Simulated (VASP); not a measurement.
## Mo: single point with LDA

Mo:

```
Mo
1.0
     2.82523    0.00000    0.00000
    -1.41262    2.44672    0.00000
     0.00000    0.00000    4.57688
Mo
2
Direct
  0.23333 0.61667 0.17500
  0.76667 0.38333 0.82500
```

This cell differs from its parent crystal: shortest bond scaled by 0.7.

* Program: VASP 6.6.1
* Task: single point
* Functional: LDA
* Potentials or basis: VASP PAW LDA potentials, release 64 (Mo_sv)
* Cutoff: 520 eV
* k mesh: 12 × 12 × 7
* Occupations: fermi-dirac, width 0.05 eV
* Spin: no spin polarisation

- Pressure: 56.5 GPa
- Largest force: 12.154 eV/Å
- Band gap on the k mesh: zero (band 14 reaches 13.95 eV, above the bottom of band 15 at 10.97 eV)

Forces on the atoms (eV/Å):
```
Mo    3.894   2.248  11.292
Mo   -3.894  -2.248 -11.292
```

Stress tensor (GPa, compression positive):
```
52.04  7.21 28.25
 7.21 43.72 16.31
28.25 16.31 73.77
```

Levels at points of the mesh, in eV from the Fermi level:
```
           k point  band 10  band 11  band 12  band 13  band 14  band 15  band 16  band 17  band 18  band 19
(0.00, 0.00, 0.00)    -6.39    -3.57    -2.92    -2.63    -1.90    -0.16     1.01     2.99     3.85     4.47
(0.50, 0.00, 0.00)    -3.67    -2.74    -2.11    -1.24    -0.44     0.35     2.05     4.04     5.01     5.19
(0.00, 0.50, 0.00)    -5.06    -4.36    -2.09    -0.28    -0.08     2.17     2.39     3.69     3.76     6.23
```

Wall time 75 s on 1 thread of Intel Xeon 6975P-C, with other jobs on the host, peak memory 0.25 GiB.

Caveat: the cell differs from its parent crystal (shortest bond scaled by 0.7); forces of over 1 eV/Å act on the atoms, so gaps and moduli don't describe the material at rest.
